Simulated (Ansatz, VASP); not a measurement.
## One calculation of Al9H, two programs

```
Al H
1.0
     5.70709    0.00000    0.00000
    -1.42677    9.70148    0.00000
     0.00000    0.00000   22.79037
Al H
18 2
Cartesian
  1.4268 0.6295 4.0000
  4.2803 0.6295 4.0000
  1.4268 3.3172 4.9957
  4.2803 3.3172 4.9957
  0.0000 5.7950 5.1949
  2.8535 5.7950 5.1949
  1.4268 8.2728 5.3940
  4.2803 8.2728 5.3940
  0.0003 1.2390 6.4001
  2.8538 1.2390 6.4001
  -0.0072 3.9216 7.5233
  2.8463 3.9216 7.5233
  1.4238 6.3997 7.6799
  4.2774 6.3997 7.6799
  -0.0083 8.8388 7.8610
  2.8452 8.8388 7.8610
  1.4319 1.7599 8.7904
  4.2854 1.7599 8.7904
  2.9014 3.7980 10.8404
  2.8069 4.4411 10.8404
```

Alike in both runs: task single point; functional PBE; k mesh 5 × 3 × 1; occupations gaussian, width 0.1 eV; no spin polarisation.

|  | VASP | Ansatz |
| --- | --- | --- |
| version | VASP 6.6.1 | Ansatz 0.2.0 |
| potentials or method | VASP PAW PBE potentials, release 64 (Al, H), cutoff 520 eV | scalar-relativistic, plane waves, PAW |
| valence electrons in the cell | 56 | 56 |

Ansatz gave:

* gap on the k mesh at the Fermi level (eV): none
* rms of the force components (eV/Å): 0.897

Task: Which values does VASP return?

Result: gap on the k mesh at the Fermi level (eV): none; rms of the force components (eV/Å): 0.903.

Atom by atom the forces differ by 0.006 eV/Å (rms over components). A gap of «none» marks a metal or a gap that the smearing closes. The functional is the same, so the differences come from potentials, cutoffs and numerics. Ansatz's warnings: xc potential rough in thin density.
